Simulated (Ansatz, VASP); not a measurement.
SnTe in VASP and in Ansatz

File POSCAR:

```
SnTe
1.0
    3.8784931701      0.0000000000      0.0000000000
    0.0000000000      3.8784931701      0.0000000000
    0.0000000000      0.0000000000      3.8784931701
Te Sn
1 1
Direct
    0.5000000000      0.5000000000      0.5000000000
    0.0000000000      0.0000000000      0.0000000000
```

The input INCAR.step1:

```
ALGO = Normal
EDIFF = 1E-5
ENCUT = 520
GGA = PE
ISIF = 2
ISMEAR = -1
LASPH = True
LCHARG = False
LREAL = False
LWAVE = True
NBANDS = 17
NELM = 80
PREC = Accurate
SIGMA = 0.05
```

The input INCAR.step2:

```
ALGO = Normal
EDIFF = 1E-6
ENCUT = 520
GGA = PE
HFSCREEN = 0.2079
ISIF = 2
ISMEAR = -1
ISTART = 1
LASPH = True
LCHARG = False
LHFCALC = True
LREAL = False
LWAVE = False
NBANDS = 17
NELM = 80
PREC = Accurate
PRECFOCK = Normal
SIGMA = 0.05
```

File KPOINTS:

```
k-points
0
Gamma
  4 4 4
```

input

```
crystal:
  lattice:
    - [3.8784931701, 0.0, 0.0]
    - [0.0, 3.8784931701, 0.0]
    - [0.0, 0.0, 3.8784931701]
  atoms:
    - { symbol: Te, position: [0.5, 0.5, 0.5] }
    - { symbol: Sn, position: [0.0, 0.0, 0.0] }
hamiltonian:
  xc: hse06
  pseudopotentials: { kind: paw }
kpoints:
  mp_grid: { grid: [4, 4, 4] }
scf:
  occupations: { method: fermi_dirac, width: 0.05 }
output:
  forces: true
  stress: true
  eigenvalues: true
  write_density: true
  write_potential: true
  elf: true
  volumetric_format: npy
```

Alike in both runs: task single point; functional HSE06; k mesh 4 × 4 × 4; occupations fermi-dirac, width 0.05 eV; no spin polarisation.

|  | VASP | Ansatz |
| --- | --- | --- |
| version | VASP 6.6.1 | Ansatz 0.2.0 |
| potentials or method | VASP PAW PBE potentials, release 64 (Te, Sn_d) | Ansatz PAW |
| plane-wave cutoff (eV) | 520 | 420 |
| valence electrons in the cell | 20 | 30 |

|  | VASP | Ansatz | Ansatz less VASP |
| --- | --- | --- | --- |
| gap on the k mesh at the Fermi level (eV) | none | none | - |
| pressure (GPa) | -0.3 | -0.2 | +0.14 |

A gap of «none» marks a metal or a gap that the smearing closes. VASP's potentials hold 20 valence electrons a cell and Ansatz's 30, so a difference there can come from the potentials and not from the codes.

The k mesh is coarse, so the values compare programs but aren't converged. Neither program's run includes spin-orbit coupling.
